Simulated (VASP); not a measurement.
Set up this calculation in VASP 6.6.1, as the native input.

```yaml
Task: single point
Functional: LDA
Potentials_or_basis: VASP PAW LDA potentials, release 64 (S, Mg)
Cutoff: 520 eV
k_mesh: 9 × 9 × 9
Occupations: fermi-dirac, width 0.05 eV
Spin: no spin polarisation
Dipole_correction: no
Further_INCAR_settings: ALGO = Normal; EDIFF = 1e-06; NBANDS = 11
```

The structure of MgS (Niningerite) lies in POSCAR:

```
MgS
1.0
    0.0000000000      2.6526756995      2.6526756995
    2.6526756995      0.0000000000      2.6526756995
    2.6526756995      2.6526756995      0.0000000000
S Mg
1 1
Direct
    0.5000000000      0.5000000000      0.5000000000
    0.0000000000      0.0000000000      0.0000000000
```

One way to write it, as run:

INCAR

```
SYSTEM = MgS
PREC     = Accurate       ! precision mode
ENCUT    = 520            ! plane-wave cutoff, eV
EDIFF    = 1E-6           ! SCF threshold, eV
ISMEAR   = -1             ! smearing method
SIGMA    = 0.05           ! smearing width, eV
LREAL    = .FALSE.        ! projectors in reciprocal space
LASPH    = .TRUE.         ! aspherical terms in the spheres
NELM     = 80             ! most SCF steps
ALGO     = Normal         ! electronic algorithm
ISIF     = 2              ! what is computed and relaxed
LWAVE    = .FALSE.        ! write WAVECAR
LCHARG   = .FALSE.        ! write CHGCAR
NBANDS   = 11             ! bands
```

KPOINTS

```
regular mesh
0
G
  9 9 9
  0 0 0
```

Potentials or basis: VASP PAW LDA potentials, release 64 (S, Mg).

Launch:

```bash
$ cat potpaw_LDA.64/S/POTCAR potpaw_LDA.64/Mg/POTCAR > POTCAR
$ mpirun -np 1 vasp_std > vasp.out
```

It gave:

| Quantity | Value |
| --- | --- |
| Pressure | -7.4 GPa |
| Band gap on the k mesh | 2.56 eV, indirect (least direct gap 3.05 eV) |

It took 11 s on 1 thread of Intel(R) Xeon(R) Platinum 8259CL CPU @ 2.50GHz (Skylake/Cascade Lake) (shared host), peak memory 0.14 GiB.
